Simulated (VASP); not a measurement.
# CO in VASP: notebook

The runs below take CO through single point, with PBE.

Everything below comes from runs of VASP 6.6.1. Logs are shortened: lines on timing, memory, paths and dates and some standing lists are left out, and cuts for length are marked.

## (1) The cell of the first run

The cell holds a disordered packing, 16 atoms: a = 7.187 Å, b = 7.187 Å, c = 7.187 Å, α = 90.00°, β = 90.00°, γ = 90.00°.

## (2) Single point, PBE

The input, INCAR:

```
ALGO = Normal
EDIFF = 1E-6
ENCUT = 1000
GGA = PE
GGA_COMPAT = False
ISIF = 2
ISMEAR = -1
LASPH = True
LCHARG = False
LREAL = Auto
LWAVE = False
NBANDS = 54
NELM = 120
PREC = Accurate
SIGMA = 0.02
```

The input, KPOINTS:

```
k-points
0
Gamma
  1 1 1
```

The input, POSCAR:

```
CO
1.0
    7.1868070000      0.0000000000      0.0000000000
    0.0000000000      7.1868070000      0.0000000000
    0.0000000000      0.0000000000      7.1868070000
O C
8 8
Direct
    0.8489495049     -0.0293894222      0.3594466188
    0.3373559512      0.8051607368      0.2485021271
    0.3876306154      0.4175689584      1.0704497337
    0.5712019462      0.4584022828      0.4695694530
    0.9621160164      0.1888913832      0.9591683941
    0.0640680427      0.4247623077      0.4287176838
    0.2616096948      0.0651498048      0.6235415690
    0.7207928924      0.7778934273      0.9835736951
    0.7832817003      0.0319052824      0.4891839427
    0.3009968217      0.9324793452      0.1624413346
    0.4768629271      0.3129595114      0.9920250314
    0.4949905391      0.5088724123      0.5983811186
    0.9172914241      0.3167834072      0.8777589240
   -0.0088616731      0.5062916615      0.3149845587
    0.3563654261     -0.0343679765      0.7017828013
    0.8136839709      0.7733731775      0.8558432141
```

Potentials or basis: VASP PAW PBE potentials, release 64 (O_h, C_h).

Started as:

```
cat potpaw_PBE.64/O_h/POTCAR potpaw_PBE.64/C_h/POTCAR > POTCAR
mpirun -np 1 vasp_gam > vasp.out
```

OUTCAR:

```text
EDIFF = 1E-6
   ENCUT = 1000
   GGA = PE
   ISIF = 2
   ISMEAR = -1
   LASPH = True
   LREAL = Auto
   NELM = 120
   PREC = Accurate

 ion  position               nearest neighbor table
   1  0.849  0.971  0.359-   9 1.13
   2  0.337  0.805  0.249-  10 1.13
   3  0.388  0.418  0.070-  11 1.14
   4  0.571  0.458  0.470-  12 1.14
   5  0.962  0.189  0.959-  13 1.14
   6  0.064  0.425  0.429-  14 1.13
   7  0.262  0.065  0.624-  15 1.14
   8  0.721  0.778  0.984-  16 1.14
   9  0.783  0.032  0.489-   1 1.13
  10  0.301  0.932  0.162-   2 1.13
  11  0.477  0.313  0.992-   3 1.14
  12  0.495  0.509  0.598-   4 1.14
  13  0.917  0.317  0.878-   5 1.14
  14  0.991  0.506  0.315-   6 1.13
  15  0.356  0.966  0.702-   7 1.14
  16  0.814  0.773  0.856-   8 1.14

  LATTYP: Found a simple cubic cell.
 ALAT       =     7.1868070000

  Lattice vectors:

 A1 = (   7.1868070000,   0.0000000000,   0.0000000000)
 A2 = (   0.0000000000,   7.1868070000,   0.0000000000)
 A3 = (   0.0000000000,   0.0000000000,   7.1868070000)

Analysis of symmetry for initial positions (statically):
=====================================================================
 Subroutine PRICEL returns:
 Original cell was already a primitive cell.

 Routine SETGRP: Setting up the symmetry group for a
 simple cubic supercell.

 Subroutine GETGRP returns: Found  1 space group operations
 (whereof  1 operations were pure point group operations)
 out of a pool of 48 trial point group operations.

The static configuration has the point symmetry C_1 .

Analysis of symmetry for dynamics (positions and initial velocities):
=====================================================================
 Subroutine PRICEL returns:
 Original cell was already a primitive cell.

 Routine SETGRP: Setting up the symmetry group for a
 simple cubic supercell.

 Subroutine GETGRP returns: Found  1 space group operations
 (whereof  1 operations were pure point group operations)
 out of a pool of 48 trial point group operations.

The dynamic configuration has the point symmetry C_1 .

 Subroutine INISYM returns: Found  1 space group operations
 (whereof  1 operations are pure point group operations),
 and found     1 'primitive' translations

----------------------------------------------------------------------------------------

                                     Primitive cell

  volume of cell :     371.2000

  direct lattice vectors                    reciprocal lattice vectors
     7.186807000  0.000000000  0.000000000     0.139143851  0.000000000  0.000000000
     0.000000000  7.186807000  0.000000000     0.000000000  0.139143851  0.000000000
     0.000000000  0.000000000  7.186807000     0.000000000  0.000000000  0.139143851

  length of vectors
     7.186807000  7.186807000  7.186807000     0.139143851  0.139143851  0.139143851

  position of ions in fractional coordinates (direct lattice)
     0.848949505  0.970610578  0.359446619
     0.337355951  0.805160737  0.248502127
     0.387630615  0.417568958  0.070449734
     0.571201946  0.458402283  0.469569453
     0.962116016  0.188891383  0.959168394
     0.064068043  0.424762308  0.428717684
     0.261609695  0.065149805  0.623541569
     0.720792892  0.777893427  0.983573695
     0.783281700  0.031905282  0.489183943
     0.300996822  0.932479345  0.162441335
     0.476862927  0.312959511  0.992025031
     0.494990539  0.508872412  0.598381119
     0.917291424  0.316783407  0.877758924
     0.991138327  0.506291662  0.314984559
     0.356365426  0.965632023  0.701782801
     0.813683971  0.773373177  0.855843214

  ion indices of the primitive-cell ions
   primitive index   ion index
                 1           1
                 2           2
                 3           3
                 4           4
                 5           5
                 6           6
                 7           7
                 8           8
                 9           9
                10          10
                11          11
                12          12
                13          13
                14          14
                15          15
                16          16

----------------------------------------------------------------------------------------

 KPOINTS: k-points

Automatic generation of k-mesh.
 Grid dimensions read from file:
 generate k-points for:    1    1    1

 Generating k-lattice:

  Cartesian coordinates                     Fractional coordinates (reciprocal lattice)
     0.139143851  0.000000000  0.000000000     1.000000000  0.000000000  0.000000000
     0.000000000  0.139143851  0.000000000     0.000000000  1.000000000  0.000000000
     0.000000000  0.000000000  0.139143851     0.000000000  0.000000000  1.000000000

  Length of vectors
     0.139143851  0.139143851  0.139143851

  Shift w.r.t. Gamma in fractional coordinates (k-lattice)
     0.000000000  0.000000000  0.000000000

 Subroutine IBZKPT returns following result:
 ===========================================

 Found      1 irreducible k-points:

 Following reciprocal coordinates:
            Coordinates               Weight
  0.000000  0.000000  0.000000      1.000000
   k-points           NKPTS =      1   k-points in BZ     NKDIM =      1   number of bands    NBANDS=     54
   number of dos      NEDOS =    301   number of ions     NIONS =     16
   total plane-waves  NPLWV = 512000
   dimension x,y,z NGX =    80 NGY =   80 NGZ =   80
   dimension x,y,z NGXF=   160 NGYF=  160 NGZF=  160
   ions per type =               8   8
   NGX,Y,Z   is equivalent  to a cutoff of  18.51, 18.51, 18.51 a.u.
   NGXF,Y,Z  is equivalent  to a cutoff of  37.01, 37.01, 37.01 a.u.
 SYSTEM =  unknown system
   PREC   = accura    normal or accurate (medium, high low for compatibility)
   ISTART =      0    job   : 0-new  1-cont  2-samecut
   ICHARG =      2    charge: 1-file 2-atom 10-const
   ISPIN  =      1    spin polarized calculation?
   LNONCOLLINEAR =      F non collinear calculations
   LSORBIT =      F    spin-orbit coupling
   LASPH  =      T    aspherical Exc in radial PAW
   ENCUT  = 1000.0 eV  73.50 Ry    8.57 a.u.  18.53 18.53 18.53*2*pi/ulx,y,z
   NELM   =    120;   NELMIN=  2; NELMDL= -5     # of ELM steps
   EDIFF  = 0.1E-05   stopping-criterion for ELM
   LREAL  =      T    real-space projection
   EDIFFG = 0.1E-04   stopping-criterion for IOM
   NSW    =      0    number of steps for IOM
   IBRION =     -1    ionic relax: 0-MD 1-quasi-New 2-CG
   NFREE  =      0    steps in history (QN), initial steepest desc. (CG)
   ISIF   =      2    stress and relaxation
   ISYM   =      2    0-nonsym 1-usesym 2-fastsym
   POTIM  = 0.5000    time-step for ionic-motion
   TEBEG  =    0.0;   TEEND  =   0.0 temperature during run
   PSTRESS=    0.0 pullay stress
   NELECT =      80.0000    total number of electrons
   NUPDOWN=      -1.0000    fix difference up-down
   EMIN   =  10.00;   EMAX   =-10.00  energy-range for DOS
   EFERMI =   0.00;   METHOD = LEGACY
   ISMEAR =    -1;   SIGMA  =   0.02  broadening in eV -4-tet -1-fermi 0-gaus
   EFERMI_NEDOS =   21; number of points for ismear=-14 and -15
   IALGO  =     38    algorithm
   IMIX   =      4    mixing-type and parameters
     AMIX     =   0.40;   BMIX     =  1.00
     AMIX_MAG =   1.60;   BMIX_MAG =  1.00
  volume/ion in A,a.u.               =      23.20       156.56
  Fermi-wavevector in a.u.,A,eV,Ry     =   0.981527  1.854817 13.107784  0.963395
  Thomas-Fermi vector in A             =   2.112540
   LORBIT       =      0    0 simple, 1 ext, 2 COOP (PROOUT), +10 PAW based schemes
   GGA     = PE    functional components
   LHFCALC =     F    Hartree Fock is set to
   AEXX    =    0.0000 exact exchange contribution
   IVDW    =     0    specifies the selected vdW correction
   LEPSILON=     F    determine dielectric tensor
   LRPA    =     F    only Hartree local field effects (RPA)
 non-spin polarized calculation
  energy-cutoff  :     1000.00
  volume of cell :      371.20
 maximum number of plane-waves:     13373
 NGX is ok and might be reduce to    80
   NGX = 37   NGY = 37   NGZ = 37

 number of electron      79.9999999 magnetization

 Free energy of the ion-electron system (eV)
  ---------------------------------------------------
  ext. energy  EPLUGINS =         0.00000000
  ---------------------------------------------------
  free energy    TOTEN  =      -119.63523174 eV

  energy without entropy =     -119.63523174  energy(sigma->0) =     -119.63523174

 E-fermi :  -4.2773     XC(G=0):  -6.3626

 val. band max:       -4.7937999198   @ k =   0.0000   0.0000   0.0000
 cond. band min:       1.0490303578   @ k =   0.0000   0.0000   0.0000
 fundamental gap:      5.8428302776
 Fermi energy:        -4.2773375784

 k-point     1 :       0.0000    0.0000    0.0000
  band No.  band energies     occupation
      1     -25.5862      2.00000
      2     -25.5662      2.00000
      3     -25.5332      2.00000
      4     -25.5090      2.00000
      5     -25.4968      2.00000
      6     -25.4465      2.00000
      7     -25.4191      2.00000
      8     -25.3009      2.00000
      9     -10.6120      2.00000
     10     -10.5609      2.00000
     11     -10.5050      2.00000
     12     -10.4681      2.00000
     13     -10.3462      2.00000
     14     -10.2758      2.00000
     15     -10.2548      2.00000
     16     -10.1705      2.00000
     17      -8.3553      2.00000
     18      -8.2977      2.00000
     19      -8.2868      2.00000
     20      -8.2358      2.00000
     21      -8.1859      2.00000
     22      -8.1633      2.00000
     23      -8.1069      2.00000
     24      -8.0322      2.00000
     25      -7.9664      2.00000
     26      -7.9496      2.00000
     27      -7.9071      2.00000
     28      -7.8741      2.00000
     29      -7.8442      2.00000
     30      -7.8273      2.00000
     31      -7.7821      2.00000
     32      -7.6894      2.00000
     33      -6.2826      2.00000
     34      -5.5644      2.00000
     35      -5.3855      2.00000
     36      -5.3021      2.00000
     37      -5.1989      2.00000
     38      -5.0010      2.00000
     39      -4.9274      2.00000
     40      -4.7938      2.00000
     41       1.0490      0.00000
     42       1.1210      0.00000
     43       1.2462      0.00000
     44       1.3680      0.00000
     45       1.4694      0.00000
     46       1.5090      0.00000
     47       1.5764      0.00000
     48       1.7097      0.00000
     49       1.8740      0.00000
     50       1.9130      0.00000
     51       1.9838      0.00000
     52       2.1067      0.00000
 [bands above 52 left out]

------------------------ aborting loop because EDIFF is reached ----------------------------------------

  FORCE on cell =-STRESS in cart. coord.  units (eV):
  Direction    XX          YY          ZZ          XY          YZ          ZX
  --------------------------------------------------------------------------------------
  -------------------------------------------------------------------------------------
  Total        1.1122101      1.3641980      1.3846687     -0.0412998     -0.0401757      0.0536055
  in kB        4.8005333      5.8881660      5.9765219     -0.1782588     -0.1734070      0.2313727
  external PRESSURE =       5.5550737 kB  Pullay stress =       0.0000000 kB

 VOLUME and BASIS-vectors are now :
 -----------------------------------------------------------------------------
  energy-cutoff  :     1000.00
  volume of cell :      371.20
      direct lattice vectors                 reciprocal lattice vectors
     7.186807000  0.000000000  0.000000000     0.139143851  0.000000000  0.000000000
     0.000000000  7.186807000  0.000000000     0.000000000  0.139143851  0.000000000
     0.000000000  0.000000000  7.186807000     0.000000000  0.000000000  0.139143851

 POSITION                                       TOTAL-FORCE (eV/Angst)
 -----------------------------------------------------------------------------------
      6.10124      6.97559      2.58327         0.081325     -0.063376     -0.101525
      2.42451      5.78653      1.78594         0.011862     -0.011539      0.008962
      2.78583      3.00099      0.50631         0.131624     -0.189651     -0.114105
      4.10512      3.29445      3.37471         0.017208     -0.010116     -0.016865
      6.91454      1.35753      6.89336        -0.000766      0.064695     -0.034043
      0.46044      3.05268      3.08111         0.066332     -0.062895      0.092003
      1.88014      0.46822      4.48127        -0.014257      0.007061     -0.009569
      5.18020      5.59057      7.06875         0.035149      0.004493     -0.040042
      5.62929      0.22930      3.51567        -0.082292      0.064582      0.105307
      2.16321      6.70155      1.16743        -0.013677      0.006596     -0.009409
      3.42712      2.24918      7.12949        -0.143403      0.210262      0.128407
      3.55740      3.65717      4.30045        -0.012879     -0.002221      0.008296
      6.59240      2.27666      6.30828        -0.004569     -0.061857      0.001062
      7.12312      3.63862      2.26373        -0.056837      0.075143     -0.073865
      2.56113      6.93981      5.04358         0.001189     -0.027109      0.018691
      5.84779      5.55808      6.15078        -0.016010     -0.004069      0.036695
 -----------------------------------------------------------------------------------
    total drift:                                0.001031     -0.001244      0.002359

  FREE ENERGIE OF THE ION-ELECTRON SYSTEM (eV)
  ---------------------------------------------------
  free  energy   TOTEN  =      -119.6352317361 eV

  energy  without entropy=     -119.6352317361  energy(sigma->0) =     -119.63523174
```

Wall time 67 s (1 thread of Intel Xeon 6975P-C (Granite Rapids), shared host); peak memory 0.92 GiB.

Results:

```
Free energy   : -119.6352 eV
Pressure      : 0.6 GPa
Largest force : 0.285 eV/Å
```

Forces in eV/Å, atoms in the order of the input:
```
O    0.081 -0.063 -0.102
O    0.012 -0.012  0.009
O    0.132 -0.190 -0.114
O    0.017 -0.010 -0.017
O   -0.001  0.065 -0.034
O    0.066 -0.063  0.092
O   -0.014  0.007 -0.010
O    0.035  0.004 -0.040
C   -0.082  0.065  0.105
C   -0.014  0.007 -0.009
C   -0.143  0.210  0.128
C   -0.013 -0.002  0.008
C   -0.005 -0.062  0.001
C   -0.057  0.075 -0.074
C    0.001 -0.027  0.019
C   -0.016 -0.004  0.037
```

Caveat: the k points lie up to 0.87 Å⁻¹ apart, too coarse for converged energies, forces and pressures.

[end of part 1 of 2]
